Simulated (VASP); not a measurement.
Wanted: the native input for a VASP 6.6.1 run.

```
Task                   : single point
Functional             : PBE
Potentials or basis    : VASP PAW PBE potentials, release 64 (Nb_sv, P)
Cutoff                 : 520 eV
k mesh                 : 18 × 18 × 18
Occupations            : gaussian, width 0.1 eV
Spin                   : no spin polarisation
Dipole correction      : no
Further INCAR settings : ALGO = Normal; EDIFF = 1e-06; NBANDS = 26
```

The structure of NbP lies in POSCAR:

```
NbP
1.0
   -1.6735234227      1.6735234227      5.7139822320
    1.6735234227     -1.6735234227      5.7139822320
    1.6735234227      1.6735234227     -5.7139822320
Nb P
2 2
Direct
    0.7500346828      0.7500346828      0.0000000000
    0.5000346828      1.0000346828      0.5000000000
    0.3325938922      0.3325938922      0.0000000000
    0.0825938922      0.5825938922      0.5000000000
```

One way to write it, as run:

INCAR

```
SYSTEM = NbP
PREC = Accurate ; ENCUT = 520
EDIFF = 1E-6 ; ISMEAR = 0
SIGMA = 0.1 ; LREAL = .False.
LASPH = .True. ; NELM = 100
ALGO = Normal ; ISIF = 2
LWAVE = .False. ; LCHARG = .False.
GGA = PE ; NBANDS = 26
```

KPOINTS

```
regular mesh
0
Gamma
  18 18 18
  0 0 0
```

Potentials or basis: VASP PAW PBE potentials, release 64 (Nb_sv, P).

Run with:

```bash
$ cat potpaw_PBE.64/Nb_sv/POTCAR potpaw_PBE.64/P/POTCAR > POTCAR
$ mpirun -np 1 vasp_std > vasp.out
```

Results of the run:

| Property | Result |
| --- | --- |
| Pressure | -0.4 GPa |
| Band gap on the k mesh | zero (band 18 reaches 10.74 eV, above the bottom of band 19 at 10.60 eV) |

It took 19 min on 1 thread of Intel(R) Xeon(R) Platinum 8488C (Sapphire Rapids), with other jobs on the host, peak memory 0.82 GiB.
